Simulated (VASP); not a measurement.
Set up this calculation in VASP 6.6.1, as the native input.

| Item | Value |
| --- | --- |
| Task | single point |
| Functional | PBE |
| Potentials or basis | VASP PAW PBE potentials, release 64 (Be, Zn, Se) |
| Cutoff | 600 eV |
| k mesh | 5 × 5 × 3 |
| Occupations | gaussian, width 0.2 eV |
| Spin | no spin polarisation |
| Dipole correction | no |
| Further INCAR settings | ALGO = Normal; EDIFF = 1e-06; NBANDS = 22 |

The structure of Be4ZnSe lies in POSCAR:

```
Be4ZnSe
1.0
    3.7057267183      0.0000000000      0.0000000000
    0.0000000000      3.7057267183      0.0000000000
    0.0000000000      0.0000000000      5.7352506558
Be Zn Se
4 1 1
Direct
    0.0000000000      0.5000000000      0.7073886312
    0.5000000000      0.0000000000      0.7073886312
    0.0000000000      0.5000000000      0.2926113688
    0.5000000000      0.0000000000      0.2926113688
    0.5000000000      0.5000000000      0.5000000000
    0.0000000000      0.0000000000      0.0000000000
```

The input as run:

INCAR

```
PREC     = Accurate       # precision mode
ENCUT    = 600            # plane-wave cutoff, eV
EDIFF    = 1E-6           # SCF threshold, eV
ISMEAR   = 0              # smearing method
SIGMA    = 0.2            # smearing width, eV
LREAL    = F              # projectors in reciprocal space
LASPH    = T              # aspherical terms in the spheres
NELM     = 120            # most SCF steps
ALGO     = Normal         # electronic algorithm
ISIF     = 2              # what is computed and relaxed
LWAVE    = F              # write WAVECAR
LCHARG   = T              # write CHGCAR
GGA      = PE             # functional
LELF     = T              # ELF
LVHAR    = T            
NBANDS   = 22             # bands
GGA_COMPAT= F
```

KPOINTS

```
regular mesh
0
Gamma
  5 5 3
```

Potentials or basis: VASP PAW PBE potentials, release 64 (Be, Zn, Se).

Launch:

```sh
$ cat potpaw_PBE.64/Be/POTCAR potpaw_PBE.64/Zn/POTCAR potpaw_PBE.64/Se/POTCAR > POTCAR
$ mpirun -np 1 vasp_std > vasp.out
```

It gave:

- Pressure: 0.7 GPa
- Largest force: 0.055 eV/Å
- Band gap on the k mesh: zero (band 13 reaches 5.40 eV, above the bottom of band 14 at 4.27 eV)

Caveat: the k points lie up to 0.37 Å⁻¹ apart.

Run time: 12 s on 1 thread of Intel(R) Xeon(R) 6975P-C (Granite Rapids), with other jobs on the host, peak memory 0.2 GiB.
